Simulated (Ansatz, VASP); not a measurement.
**PbS in VASP and in Ansatz**

```
CELL_PARAMETERS angstrom
0.00000 3.02816 3.02816
3.02816 0.00000 3.02816
3.02816 3.02816 0.00000
ATOMIC_POSITIONS crystal
Pb 0.50000 0.50000 0.50000
S 0.00000 0.00000 0.00000
```

Alike in both runs: task single point; functional BLYP; k mesh 8 × 8 × 8; occupations gaussian, width 0.05 eV; no spin polarisation.

```csv
,VASP,Ansatz
version,VASP 6.6.1,Ansatz 0.2.0
potentials or method,"VASP PAW PBE potentials, release 64 (Pb_d, S), cutoff 520 eV","scalar-relativistic, plane waves, PAW"
valence electrons in the cell,20,20
```

```csv
,VASP,Ansatz,Ansatz less VASP
gap on the k mesh at the Fermi level (eV),0.67,0.68,+0.016
least direct gap on the mesh (eV),0.67,0.68,+0.016
pressure (GPa),2.0,2.0,-0.05
```

VASP's potentials were made for PBE, not for BLYP.

Neither program's run includes spin-orbit coupling.
